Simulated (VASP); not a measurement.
# GePt (Pnma) in VASP: a series of runs, part 2 of 2

VASP 6.6.1. Earlier steps stand in the parts before.

## 3. Single point, PBEsol

This run uses another cell than the first one, of 16.19 Å³/atom.

INCAR reads:

```
SYSTEM = GePt
PREC     = Accurate       ! precision mode
ENCUT    = 500            ! plane-wave cutoff, eV
EDIFF    = 1E-6           ! SCF threshold, eV
ISMEAR   = 0              ! smearing method
SIGMA    = 0.1            ! smearing width, eV
LREAL    = .FALSE.        ! projectors in reciprocal space
LASPH    = .TRUE.         ! aspherical terms in the spheres
NELM     = 120            ! most SCF steps
ALGO     = Normal         ! electronic algorithm
ISIF     = 2              ! what is computed and relaxed
LWAVE    = .FALSE.        ! write WAVECAR
LCHARG   = .FALSE.        ! write CHGCAR
GGA      = PS             ! functional
NBANDS   = 58             ! bands
GGA_COMPAT= .FALSE.
```

KPOINTS reads:

```
Automatic mesh
0
G
  4 6 4
  0 0 0
```

POSCAR reads:

```
GePt
1.0
    5.7264035593      0.0000000000      0.0000000000
    0.0000000000      3.7081771966      0.0000000000
    0.0000000000      0.0000000000      6.0977936352
Pt Ge
4 4
Direct
    0.9982382540      0.7500000000      0.1913306942
    0.0017617460      0.2500000000      0.8086693058
    0.5017617460      0.2500000000      0.6913306942
    0.4982382540      0.7500000000      0.3086693058
    0.8160085987      0.7500000000      0.5880502860
    0.1839914013      0.2500000000      0.4119497140
    0.6839914013      0.2500000000      0.0880502860
    0.3160085987      0.7500000000      0.9119497140
```

Potentials or basis: VASP PAW PBE potentials, release 64 (Pt, Ge_d).

Started as:

```sh
$ cat potpaw_PBE.64/Pt/POTCAR potpaw_PBE.64/Ge_d/POTCAR > POTCAR
$ mpirun -np 1 vasp_std > vasp.out
```

OUTCAR:

```text
SYSTEM = GePt
   PREC = Accurate
   ENCUT = 500
   EDIFF = 1E-6
   ISMEAR = 0
   LREAL = .FALSE.
   LASPH = .TRUE.
   NELM = 120
   ISIF = 2
   GGA = PS

 ion  position               nearest neighbor table
   1  0.998  0.750  0.191-   8 2.49   6 2.53   6 2.53   5 2.63   7 2.66   7 2.66   4 2.95   4 2.95
                             2 2.98   2 2.98
   2  0.002  0.250  0.809-   7 2.49   5 2.53   5 2.53   6 2.63   8 2.66   8 2.66   3 2.95   3 2.95
                             1 2.98   1 2.98
   3  0.502  0.250  0.691-   6 2.49   8 2.53   8 2.53   7 2.63   5 2.66   5 2.66   2 2.95   2 2.95
                             4 2.98   4 2.98
   4  0.498  0.750  0.309-   5 2.49   7 2.53   7 2.53   8 2.63   6 2.66   6 2.66   1 2.95   1 2.95
                             3 2.98   3 2.98
   5  0.816  0.750  0.588-   4 2.49   2 2.53   2 2.53   1 2.63   3 2.66   3 2.66
   6  0.184  0.250  0.412-   3 2.49   1 2.53   1 2.53   2 2.63   4 2.66   4 2.66
   7  0.684  0.250  0.088-   2 2.49   4 2.53   4 2.53   3 2.63   1 2.66   1 2.66
   8  0.316  0.750  0.912-   1 2.49   3 2.53   3 2.53   4 2.63   2 2.66   2 2.66

  LATTYP: Found a simple orthorhombic cell.
 ALAT       =     3.7081771966
 B/A-ratio  =     1.5442637327
 C/A-ratio  =     1.6444180825

  Lattice vectors:

 A1 = (   0.0000000000,  -3.7081771966,   0.0000000000)
 A2 = (   5.7264035593,   0.0000000000,   0.0000000000)
 A3 = (   0.0000000000,   0.0000000000,   6.0977936352)

Analysis of symmetry for initial positions (statically):
=====================================================================
 Subroutine PRICEL returns:
 Original cell was already a primitive cell.

 Routine SETGRP: Setting up the symmetry group for a
 simple orthorhombic supercell.

 Subroutine GETGRP returns: Found  8 space group operations
 (whereof  2 operations were pure point group operations)
 out of a pool of  8 trial point group operations.

The static configuration has the point symmetry S_2 .
 The point group associated with its full space group is D_2h.

Analysis of symmetry for dynamics (positions and initial velocities):
=====================================================================
 Subroutine PRICEL returns:
 Original cell was already a primitive cell.

 Routine SETGRP: Setting up the symmetry group for a
 simple orthorhombic supercell.

 Subroutine GETGRP returns: Found  8 space group operations
 (whereof  2 operations were pure point group operations)
 out of a pool of  8 trial point group operations.

The dynamic configuration has the point symmetry S_2 .
 The point group associated with its full space group is D_2h.

 Subroutine INISYM returns: Found  8 space group operations
 (whereof  2 operations are pure point group operations),
 and found     1 'primitive' translations

----------------------------------------------------------------------------------------

                                     Primitive cell

  volume of cell :     129.4837

  direct lattice vectors                    reciprocal lattice vectors
     5.726403559  0.000000000  0.000000000     0.174629676  0.000000000  0.000000000
     0.000000000  3.708177197  0.000000000     0.000000000  0.269674276  0.000000000
     0.000000000  0.000000000  6.097793635     0.000000000  0.000000000  0.163993743

  length of vectors
     5.726403559  3.708177197  6.097793635     0.174629676  0.269674276  0.163993743

  position of ions in fractional coordinates (direct lattice)
     0.998238254  0.750000000  0.191330694
     0.001761746  0.250000000  0.808669306
     0.501761746  0.250000000  0.691330694
[... 40 lines left out ...]

 Found     36 irreducible k-points:

 Following reciprocal coordinates:
            Coordinates               Weight
  0.000000  0.000000  0.000000      1.000000
  0.250000  0.000000  0.000000      2.000000
  0.500000  0.000000  0.000000      1.000000
  0.000000  0.166667  0.000000      2.000000
  0.250000  0.166667  0.000000      4.000000
  0.500000  0.166667  0.000000      2.000000
[... 16 lines left out ...]
  0.250000  0.500000  0.250000      4.000000
  0.500000  0.500000  0.250000      2.000000
 [... further k-points ...]
   k-points           NKPTS =     36   k-points in BZ     NKDIM =     36   number of bands    NBANDS=     58
   number of dos      NEDOS =    301   number of ions     NIONS =      8
   total plane-waves  NPLWV =  56448
   dimension x,y,z NGX =    42 NGY =   28 NGZ =   48
   dimension x,y,z NGXF=    84 NGYF=   56 NGZF=   96
   ions per type =               4   4
   NGX,Y,Z   is equivalent  to a cutoff of  12.19, 12.55, 13.09 a.u.
   NGXF,Y,Z  is equivalent  to a cutoff of  24.39, 25.11, 26.17 a.u.
 SYSTEM =  GePt
   PREC   = accura    normal or accurate (medium, high low for compatibility)
   ISTART =      0    job   : 0-new  1-cont  2-samecut
   ICHARG =      2    charge: 1-file 2-atom 10-const
   ISPIN  =      1    spin polarized calculation?
   LNONCOLLINEAR =      F non collinear calculations
   LSORBIT =      F    spin-orbit coupling
   LASPH  =      T    aspherical Exc in radial PAW
   ENCUT  =  500.0 eV  36.75 Ry    6.06 a.u.  10.44  6.76 11.12*2*pi/ulx,y,z
   NELM   =    120;   NELMIN=  2; NELMDL= -5     # of ELM steps
   EDIFF  = 0.1E-05   stopping-criterion for ELM
   LREAL  =      F    real-space projection
[... 7 lines left out ...]
   TEBEG  =    0.0;   TEEND  =   0.0 temperature during run
   PSTRESS=    0.0 pullay stress
   NELECT =      96.0000    total number of electrons
   NUPDOWN=      -1.0000    fix difference up-down
   EMIN   =  10.00;   EMAX   =-10.00  energy-range for DOS
   EFERMI =   0.00;   METHOD = LEGACY
   ISMEAR =     0;   SIGMA  =   0.10  broadening in eV -4-tet -1-fermi 0-gaus
   EFERMI_NEDOS =   21; number of points for ismear=-14 and -15
   IALGO  =     38    algorithm
   IMIX   =      4    mixing-type and parameters
     AMIX     =   0.40;   BMIX     =  1.00
     AMIX_MAG =   1.60;   BMIX_MAG =  1.00
  volume/ion in A,a.u.               =      16.19       109.22
  Fermi-wavevector in a.u.,A,eV,Ry     =   1.481700  2.800006 29.870693  2.195434
  Thomas-Fermi vector in A             =   2.595577
   LORBIT       =      0    0 simple, 1 ext, 2 COOP (PROOUT), +10 PAW based schemes
   GGA     = PS    functional components
   LHFCALC =     F    Hartree Fock is set to
   AEXX    =    0.0000 exact exchange contribution
   IVDW    =     0    specifies the selected vdW correction
   LEPSILON=     F    determine dielectric tensor
   LRPA    =     F    only Hartree local field effects (RPA)
 non-spin polarized calculation
 Gauss-broadening in eV      SIGMA  =   0.10
  energy-cutoff  :      500.00
  volume of cell :      129.48
 maximum number of plane-waves:      3305
 NGX is ok and might be reduce to    42
   NGX = 21   NGY = 13   NGZ = 23

 number of electron      96.0000052 magnetization

 Free energy of the ion-electron system (eV)
  ---------------------------------------------------
  ext. energy  EPLUGINS =         0.00000000
  ---------------------------------------------------
  free energy    TOTEN  =       -51.66070913 eV

  energy without entropy =      -51.64626048  energy(sigma->0) =      -51.65348481

 E-fermi :   9.5863     XC(G=0): -12.6050

 val. band max:        9.5507406214   @ k =   0.2500   0.0000   0.5000
 cond. band min:       9.5876251094   @ k =   0.0000   0.0000   0.5000
 fundamental gap:      0.0368844880
 Fermi energy:         9.5863317040

 k-point     1 :       0.0000    0.0000    0.0000
  band No.  band energies     occupation
      1     -15.5180      2.00000
      2     -15.5102      2.00000
      3     -15.5076      2.00000
      4     -15.5047      2.00000
      5     -15.4918      2.00000
      6     -15.4775      2.00000
[... 1453 lines left out ...]
     57      14.7821      0.00000
     58      14.7821      0.00000

 [... further k-points ...]
[... 5 lines left out ...]
  --------------------------------------------------------------------------------------
  -------------------------------------------------------------------------------------
  Total        0.0083998     -0.3117953     -0.4616812     -0.0000000      0.0000000      0.0000000
  in kB        0.1039358     -3.8580243     -5.7126498     -0.0000000      0.0000000      0.0000000
  external PRESSURE =      -3.1555794 kB  Pullay stress =       0.0000000 kB

 VOLUME and BASIS-vectors are now :
 -----------------------------------------------------------------------------
  energy-cutoff  :      500.00
  volume of cell :      129.48
      direct lattice vectors                 reciprocal lattice vectors
     5.726403559  0.000000000  0.000000000     0.174629676  0.000000000  0.000000000
     0.000000000  3.708177197  0.000000000     0.000000000  0.269674276  0.000000000
     0.000000000  0.000000000  6.097793635     0.000000000  0.000000000  0.163993743

 POSITION                                       TOTAL-FORCE (eV/Angst)
 -----------------------------------------------------------------------------------
      5.71632      2.78113      1.16670         0.027215      0.000000     -0.047971
      0.01009      0.92704      4.93110        -0.027215     -0.000000      0.047971
      2.87329      0.92704      4.21559        -0.027215      0.000000     -0.047971
      2.85311      2.78113      1.88220         0.027215     -0.000000      0.047971
      4.67279      2.78113      3.58581        -0.017952      0.000000     -0.006580
      1.05361      0.92704      2.51198         0.017952      0.000000      0.006580
      3.91681      0.92704      0.53691         0.017952      0.000000     -0.006580
      1.80959      2.78113      5.56088        -0.017952     -0.000000      0.006580
 -----------------------------------------------------------------------------------
    total drift:                                0.000000      0.000000     -0.000000

  FREE ENERGIE OF THE ION-ELECTRON SYSTEM (eV)
  ---------------------------------------------------
  free  energy   TOTEN  =       -51.6607091270 eV

  energy  without entropy=      -51.6462604842  energy(sigma->0) =      -51.65348481
```

Run time: 5.2 min. Hardware: 1 thread of Intel Xeon 8259CL, shared host; peak memory 0.32 GiB.

What came out:

```yaml
Free_energy: -51.6607 eV
Pressure: -0.3 GPa
Largest_force: 0.055 eV/Å
Band_gap_on_the_k_mesh: zero (bands 48 and 49 overlap by 1.15 eV)
```

Forces in eV/Å, atoms in the order of the input:
```
Pt   0.027  0.000 -0.048
Pt  -0.027  0.000  0.048
Pt  -0.027  0.000 -0.048
Pt   0.027  0.000  0.048
Ge  -0.018  0.000 -0.007
Ge   0.018  0.000  0.007
Ge   0.018  0.000 -0.007
Ge  -0.018  0.000  0.007
```

Levels at points of the mesh, in eV from the Fermi level:
```tsv
k point	band 46	band 47	band 48	band 49	band 50	band 51
(0.00, 0.00, 0.00)	-1.53	-1.39	-0.96	0.65	0.92	2.98
(0.50, 0.00, 0.00)	-2.46	0.02	0.02	1.27	1.27	2.25
(0.00, 0.50, 0.00)	-2.55	-1.60	-1.60	-0.16	-0.16	2.03
(0.50, 0.50, 0.00)	-1.91	-1.91	-1.91	0.62	0.62	0.62
(0.00, 0.00, 0.50)	-1.87	0.00	0.00	1.04	1.04	1.91
(0.50, 0.00, 0.50)	-1.40	0.72	0.72	1.81	1.81	2.64
(0.00, 0.50, 0.50)	-2.53	-2.14	-2.14	0.50	0.50	1.09
(0.50, 0.50, 0.50)	-2.47	-2.47	-2.47	2.46	2.46	2.46
```

Caveat: the PAW data sets were made with another functional, which shifts forces and pressure a little; spin-orbit coupling is left out, which moves the levels of the heavy elements.

The gap in the log of VASP goes by the Fermi energy; the results here count the filled bands.